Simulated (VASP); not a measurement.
# Na2Ru (Fm-3m) in VASP: single point with PBE

Aim: the single point of Na2Ru with PBE.

All numbers are computed with VASP 6.6.1; they aren't measurements. Logs are shortened: lines on timing, memory, paths and dates and some standing lists are left out, and cuts for length are marked.

### Step 1. The cell of the first run

Symmetry: Fm-3m, No. 225, cubic system. The conventional cell has a = 7.091 Å, b = 7.091 Å, c = 7.091 Å, α = 90.00°, β = 90.00°, γ = 90.00°. Within 4.0 Å of Na (site symmetry -43m) lie 4 Ru at 3.07 Å and 6 Na at 3.55 Å. Ru (site symmetry m-3m) has 8 Na at 3.07 Å within 4.0 Å.

The cell was generated, and may not be a known phase.

### Step 2. Single point, PBE, collinear spin, ferromagnetic start

The input, INCAR:

```
SYSTEM = Na2Ru
PREC     = Accurate       ! precision mode
ENCUT    = 520            ! plane-wave cutoff, eV
EDIFF    = 1E-6           ! SCF threshold, eV
ISMEAR   = 0              ! smearing method
SIGMA    = 0.1            ! smearing width, eV
LREAL    = .FALSE.        ! projectors in reciprocal space
LASPH    = .TRUE.         ! aspherical terms in the spheres
NELM     = 150            ! most SCF steps
ALGO     = Normal         ! electronic algorithm
ISIF     = 2              ! what is computed and relaxed
LWAVE    = .FALSE.        ! write WAVECAR
LCHARG   = .FALSE.        ! write CHGCAR
ISPIN    = 2              ! spin polarisation
MAGMOM   = 0 0 2.19       ! initial moments
LORBIT   = 11             ! projections on sites
LMAXMIX  = 4              ! l up to which the mixer works
GGA      = PE             ! functional
NBANDS   = 25             ! bands
```

The input, KPOINTS:

```
Automatic mesh
0
G
  12 12 12
  0 0 0
```

The input, POSCAR:

```
Na2Ru
1.0
    0.0000000000      3.5453972690      3.5453972690
    3.5453972690      0.0000000000      3.5453972690
    3.5453972690      3.5453972690      0.0000000000
Na Ru
2 1
Direct
    0.7500000000      0.7500000000      0.7500000000
    0.2500000000      0.2500000000      0.2500000000
    0.0000000000      0.0000000000      0.0000000000
```

Potentials or basis: VASP PAW PBE potentials, release 64 (Na_pv, Ru_pv).

The run is started by

```
$ cat potpaw_PBE.64/Na_pv/POTCAR potpaw_PBE.64/Ru_pv/POTCAR > POTCAR
$ mpirun -np 1 vasp_std > vasp.out
```

OUTCAR:

```text
SYSTEM = Na2Ru
   PREC = Accurate
   ENCUT = 520
   EDIFF = 1E-6
   ISMEAR = 0
   LREAL = .FALSE.
   LASPH = .TRUE.
   NELM = 150
   ISIF = 2
   ISPIN = 2
   LORBIT = 11
   GGA = PE

 ion  position               nearest neighbor table
   1  0.750  0.750  0.750-   3 3.07   3 3.07   3 3.07   3 3.07
   2  0.250  0.250  0.250-   3 3.07   3 3.07   3 3.07   3 3.07
   3  0.000  0.000  0.000-   1 3.07   1 3.07   1 3.07   2 3.07   2 3.07   2 3.07   2 3.07   1 3.07

  LATTYP: Found a face centered cubic cell.
 ALAT       =     7.0907945380

  Lattice vectors:

 A1 = (   0.0000000000,   3.5453972690,   3.5453972690)
 A2 = (   3.5453972690,   0.0000000000,   3.5453972690)
 A3 = (   3.5453972690,   3.5453972690,   0.0000000000)

Analysis of symmetry for initial positions (statically):
=====================================================================
 Subroutine PRICEL returns:
 Original cell was already a primitive cell.

 Routine SETGRP: Setting up the symmetry group for a
 face centered cubic supercell.

 Subroutine GETGRP returns: Found 48 space group operations
 (whereof 48 operations were pure point group operations)
 out of a pool of 48 trial point group operations.

The static configuration has the point symmetry O_h .

Analysis of symmetry for dynamics (positions and initial velocities):
=====================================================================
 Subroutine PRICEL returns:
 Original cell was already a primitive cell.

 Routine SETGRP: Setting up the symmetry group for a
 face centered cubic supercell.

 Subroutine GETGRP returns: Found 48 space group operations
 (whereof 48 operations were pure point group operations)
 out of a pool of 48 trial point group operations.

The dynamic configuration has the point symmetry O_h .

Analysis of structural, dynamic, and magnetic symmetry:
=====================================================================
 Subroutine PRICEL returns:
 Original cell was already a primitive cell.

 Routine SETGRP: Setting up the symmetry group for a
 face centered cubic supercell.

 Subroutine GETGRP returns: Found 48 space group operations
 (whereof 48 operations were pure point group operations)
 out of a pool of 48 trial point group operations.

The overall configuration has the point symmetry O_h .

 Subroutine INISYM returns: Found 48 space group operations
 (whereof 48 operations are pure point group operations),
 and found     1 'primitive' translations

----------------------------------------------------------------------------------------

                                     Primitive cell

  volume of cell :      89.1302

  direct lattice vectors                    reciprocal lattice vectors
     0.000000000  3.545397269  3.545397269    -0.141027919  0.141027919  0.141027919
     3.545397269  0.000000000  3.545397269     0.141027919 -0.141027919  0.141027919
     3.545397269  3.545397269  0.000000000     0.141027919  0.141027919 -0.141027919

  length of vectors
     5.013948902  5.013948902  5.013948902     0.244267522  0.244267522  0.244267522

  position of ions in fractional coordinates (direct lattice)
     0.750000000  0.750000000  0.750000000
     0.250000000  0.250000000  0.250000000
     0.000000000  0.000000000  0.000000000

  ion indices of the primitive-cell ions
   primitive index   ion index
                 1           1
                 2           2
                 3           3

----------------------------------------------------------------------------------------

 KPOINTS: Automatic mesh

Automatic generation of k-mesh.
 Grid dimensions read from file:
 generate k-points for:   12   12   12

 Generating k-lattice:

  Cartesian coordinates                     Fractional coordinates (reciprocal lattice)
    -0.011752327  0.011752327  0.011752327     0.083333333  0.000000000  0.000000000
     0.011752327 -0.011752327  0.011752327     0.000000000  0.083333333  0.000000000
     0.011752327  0.011752327 -0.011752327     0.000000000  0.000000000  0.083333333

  Length of vectors
     0.020355627  0.020355627  0.020355627

  Shift w.r.t. Gamma in fractional coordinates (k-lattice)
     0.000000000  0.000000000  0.000000000

 Subroutine IBZKPT returns following result:
 ===========================================

 Found     72 irreducible k-points:

 Following reciprocal coordinates:
            Coordinates               Weight
  0.000000  0.000000  0.000000      1.000000
  0.083333  0.000000  0.000000      8.000000
  0.166667  0.000000  0.000000      8.000000
  0.250000  0.000000  0.000000      8.000000
  0.333333  0.000000  0.000000      8.000000
  0.416667  0.000000  0.000000      8.000000
[... 16 lines left out ...]
  0.500000  0.166667  0.000000     24.000000
 -0.416667  0.166667  0.000000     24.000000
 [... further k-points ...]
   k-points           NKPTS =     72   k-points in BZ     NKDIM =     72   number of bands    NBANDS=     25
   number of dos      NEDOS =    301   number of ions     NIONS =      3
   total plane-waves  NPLWV =  64000
   dimension x,y,z NGX =    40 NGY =   40 NGZ =   40
   dimension x,y,z NGXF=    80 NGYF=   80 NGZF=   80
   ions per type =               2   1
   NGX,Y,Z   is equivalent  to a cutoff of  13.26, 13.26, 13.26 a.u.
   NGXF,Y,Z  is equivalent  to a cutoff of  26.53, 26.53, 26.53 a.u.
 SYSTEM =  Na2Ru
   PREC   = accura    normal or accurate (medium, high low for compatibility)
   ISTART =      0    job   : 0-new  1-cont  2-samecut
   ICHARG =      2    charge: 1-file 2-atom 10-const
   ISPIN  =      2    spin polarized calculation?
   LNONCOLLINEAR =      F non collinear calculations
   LSORBIT =      F    spin-orbit coupling
   LASPH  =      T    aspherical Exc in radial PAW
   ENCUT  =  520.0 eV  38.22 Ry    6.18 a.u.   9.32  9.32  9.32*2*pi/ulx,y,z
   NELM   =    150;   NELMIN=  2; NELMDL= -5     # of ELM steps
   EDIFF  = 0.1E-05   stopping-criterion for ELM
   LREAL  =      F    real-space projection
   EDIFFG = 0.1E-04   stopping-criterion for IOM
   NSW    =      0    number of steps for IOM
   IBRION =     -1    ionic relax: 0-MD 1-quasi-New 2-CG
   NFREE  =      0    steps in history (QN), initial steepest desc. (CG)
   ISIF   =      2    stress and relaxation
   ISYM   =      2    0-nonsym 1-usesym 2-fastsym
   POTIM  = 0.5000    time-step for ionic-motion
   TEBEG  =    0.0;   TEEND  =   0.0 temperature during run
   PSTRESS=    0.0 pullay stress
   NELECT =      28.0000    total number of electrons
   NUPDOWN=      -1.0000    fix difference up-down
   EMIN   =  10.00;   EMAX   =-10.00  energy-range for DOS
   EFERMI =   0.00;   METHOD = LEGACY
   ISMEAR =     0;   SIGMA  =   0.10  broadening in eV -4-tet -1-fermi 0-gaus
   EFERMI_NEDOS =   21; number of points for ismear=-14 and -15
   IALGO  =     38    algorithm
   IMIX   =      4    mixing-type and parameters
     AMIX     =   0.40;   BMIX     =  1.00
     AMIX_MAG =   1.60;   BMIX_MAG =  1.00
  volume/ion in A,a.u.               =      29.71       200.49
  Fermi-wavevector in a.u.,A,eV,Ry     =   1.112891  2.103059 16.851172  1.238526
  Thomas-Fermi vector in A             =   2.249470
   LORBIT       =     11    0 simple, 1 ext, 2 COOP (PROOUT), +10 PAW based schemes
   GGA     = PE    functional components
   LHFCALC =     F    Hartree Fock is set to
   AEXX    =    0.0000 exact exchange contribution
   IVDW    =     0    specifies the selected vdW correction
   LEPSILON=     F    determine dielectric tensor
   LRPA    =     F    only Hartree local field effects (RPA)
 spin polarized calculation
 Gauss-broadening in eV      SIGMA  =   0.10
  energy-cutoff  :      520.00
  volume of cell :       89.13
 maximum number of plane-waves:      2424
 NGX is ok and might be reduce to    40
   NGX = 19   NGY = 19   NGZ = 19

 number of electron      28.0000003 magnetization       2.0789822

 Free energy of the ion-electron system (eV)
  ---------------------------------------------------
  ext. energy  EPLUGINS =         0.00000000
  ---------------------------------------------------
  free energy    TOTEN  =        -7.83580561 eV

  energy without entropy =       -7.82305744  energy(sigma->0) =       -7.82943152

 E-fermi :   1.2609     XC(G=0):  -7.7412

 val. band max:        1.2579949816   @ k =  -0.3333   0.3333   0.0833
 cond. band min:       1.2609972324   @ k =  -0.3333   0.3333   0.1667
 fundamental gap:      0.0030022507
 Fermi energy:         1.2608619661

 spin component 1

 k-point     1 :       0.0000    0.0000    0.0000
  band No.  band energies     occupation
      1     -40.8401      1.00000
      2     -40.8401      1.00000
      3     -40.8401      1.00000
      4     -22.4875      1.00000
      5     -22.4875      1.00000
      6     -22.4875      1.00000
[... 17 lines left out ...]
     24      10.1485      0.00000
     25      10.1491      0.00000
[... 621 lines left out ...]
      3     -40.8402      1.00000
      4     -22.4873      1.00000
      5     -22.4801      1.00000
      6     -22.4788      1.00000
[... 17 lines left out ...]
     24      10.8659      0.00000
     25      12.0491      0.00000

 [... further k-points ...]

 spin component 2

 k-point     1 :       0.0000    0.0000    0.0000
  band No.  band energies     occupation
      1     -39.4113      1.00000
      2     -39.4113      1.00000
      3     -39.4112      1.00000
      4     -22.5013      1.00000
      5     -22.5013      1.00000
      6     -22.5013      1.00000
[... 17 lines left out ...]
     24      10.0099      0.00000
     25      10.0103      0.00000
[... 621 lines left out ...]
      3     -39.4113      1.00000
      4     -22.5009      1.00000
      5     -22.4936      1.00000
      6     -22.4923      1.00000
[... 17 lines left out ...]
     24      11.0108      0.00000
     25      12.0999      0.00000

 [... further k-points ...]

------------------------ aborting loop because EDIFF is reached ----------------------------------------

  FORCE on cell =-STRESS in cart. coord.  units (eV):
  Direction    XX          YY          ZZ          XY          YZ          ZX
  --------------------------------------------------------------------------------------
  -------------------------------------------------------------------------------------
  Total        0.0014116      0.0014116      0.0014116      0.0000000      0.0000000      0.0000000
  in kB        0.0253753      0.0253753      0.0253753      0.0000000      0.0000000      0.0000000
  external PRESSURE =       0.0253753 kB  Pullay stress =       0.0000000 kB

 VOLUME and BASIS-vectors are now :
 -----------------------------------------------------------------------------
  energy-cutoff  :      520.00
  volume of cell :       89.13
      direct lattice vectors                 reciprocal lattice vectors
     0.000000000  3.545397269  3.545397269    -0.141027919  0.141027919  0.141027919
     3.545397269  0.000000000  3.545397269     0.141027919 -0.141027919  0.141027919
     3.545397269  3.545397269  0.000000000     0.141027919  0.141027919 -0.141027919

 POSITION                                       TOTAL-FORCE (eV/Angst)
 -----------------------------------------------------------------------------------
      5.31810      5.31810      5.31810         0.000000      0.000000      0.000000
      1.77270      1.77270      1.77270        -0.000000     -0.000000     -0.000000
      0.00000      0.00000      0.00000         0.000000      0.000000      0.000000
 -----------------------------------------------------------------------------------
    total drift:                               -0.000000     -0.000000      0.000000

  FREE ENERGIE OF THE ION-ELECTRON SYSTEM (eV)
  ---------------------------------------------------
  free  energy   TOTEN  =        -7.8358056130 eV

  energy  without entropy=       -7.8230574361  energy(sigma->0) =       -7.82943152

 total charge

# of ion       s       p       d       tot
------------------------------------------
    1        0.098   5.981   0.000   6.079
    2        0.098   5.981   0.000   6.079
    3        0.323   5.986   6.128  12.438
--------------------------------------------------
tot          0.519  17.948   6.128  24.596

 magnetization (x)

# of ion       s       p       d       tot
------------------------------------------
    1       -0.013  -0.003   0.000  -0.017
    2       -0.013  -0.003   0.000  -0.017
    3        0.071  -0.002   1.880   1.949
--------------------------------------------------
tot          0.044  -0.009   1.880   1.915
```

It took 4.4 min on 1 thread of Intel Xeon Platinum 8375C at 2.90GHz (Ice Lake), shared host; peak memory 0.43 GiB.

Results:

* Free energy: -7.8358 eV
* Pressure: 0.0 GPa
* Net moment: 2.08 μB per cell
* Site moments: Na -0.02; Ru +1.95 μB
* Valence electrons inside the program's atomic spheres: Na 6.08; Ru 12.44

Levels at points of the mesh, in eV from the Fermi level:
Spin up:
```
           k point  band 11  band 12  band 13  band 14  band 15  band 16  band 17  band 18  band 19  band 20
(0.00, 0.00, 0.00)    -1.50    -1.50    -1.22    -1.22    -1.22     4.79     4.79     4.79     7.27     7.40
(0.50, 0.00, 0.00)    -1.56    -1.56    -1.04    -1.04    -0.69    -0.42     4.07     4.07     6.62     6.62
(0.50, 0.50, 0.00)    -1.45    -1.38    -0.93    -0.93    -0.55     0.11     2.50     2.50     4.12     5.76
```
Spin down:
| k point | band 11 | band 12 | band 13 | band 14 | band 15 | band 16 |
| --- | --- | --- | --- | --- | --- | --- |
| (0.00, 0.00, 0.00) | -0.38 | -0.38 | -0.38 | 0.49 | 0.49 | 5.22 |
| (0.50, 0.00, 0.00) | -0.45 | -0.24 | -0.24 | 0.16 | 0.48 | 0.48 |
| (0.50, 0.50, 0.00) | -0.69 | 0.00 | 0.00 | 0.14 | 0.64 | 0.69 |
